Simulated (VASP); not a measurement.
Write the native input for VASP 6.6.1 that does the following.

```yaml
Task: single point
Functional: PBE
Potentials_or_basis: VASP PAW PBE potentials, release 64 (Ga_d, P, N)
Cutoff: 600 eV
k_mesh: 6 × 6 × 4
Occupations: gaussian, width 0.1 eV
Spin: collinear spin, ferromagnetic start
Starting_moments: "[0.0, 0.0, 0.0, 1.0] μB"
Dipole_correction: no
Further_INCAR_settings: ALGO = Normal; EDIFF = 1e-06; NBANDS = 30
```

The structure of Ga2PN lies in POSCAR:

```
Ga2PN
1.0
    3.2408886741      0.0000000000      0.0000000000
   -1.6204443371      2.8066919226      0.0000000000
    0.0000000000      0.0000000000      5.9532215578
Ga P N
2 1 1
Direct
    0.6666666667      0.3333333333      0.7843050840
    0.6666666667      0.3333333333      0.2156949160
    0.3333333333      0.6666666667      0.5000000000
    0.0000000000      0.0000000000      0.0000000000
```

The cell was built from a structure type or drawn by symmetry, and may not be a known phase.

One way to write it, as run:

INCAR

```
SYSTEM = Ga2PN
  PREC = Accurate
  ENCUT = 600
  EDIFF = 1E-6
  ISMEAR = 0
  SIGMA = 0.1
  LREAL = .FALSE.
  LASPH = .TRUE.
  NELM = 200
  ALGO = Normal
  ISIF = 2
  LWAVE = .FALSE.
  LCHARG = .FALSE.
  ISPIN = 2
  MAGMOM = 0 0 0 1
  LORBIT = 11
  GGA = PE
  NBANDS = 30
  GGA_COMPAT = .FALSE.
```

KPOINTS

```
regular mesh
0
G
  6 6 4
  0 0 0
```

Potentials or basis: VASP PAW PBE potentials, release 64 (Ga_d, P, N).

Launch:

```sh
$ cat potpaw_PBE.64/Ga_d/POTCAR potpaw_PBE.64/P/POTCAR potpaw_PBE.64/N/POTCAR > POTCAR
$ mpirun -np 1 vasp_std > vasp.out
```

It gave:

```json
{
  "Pressure": "0.1 GPa",
  "Largest force": "0.018 eV/Å",
  "Band gap on the k mesh": "zero (filled and empty bands overlap)",
  "Net moment": "0.00 μB per cell",
  "Valence electrons inside the program's atomic spheres": "Ga 11.56; P 2.49; N 3.55"
}
```

Caveat: the k points lie up to 0.37 Å⁻¹ apart, too coarse for converged energies and pressures of a metal.

Wall time 2.5 min on 1 thread of Intel Xeon 8259CL, on a shared host, peak memory 0.25 GiB.
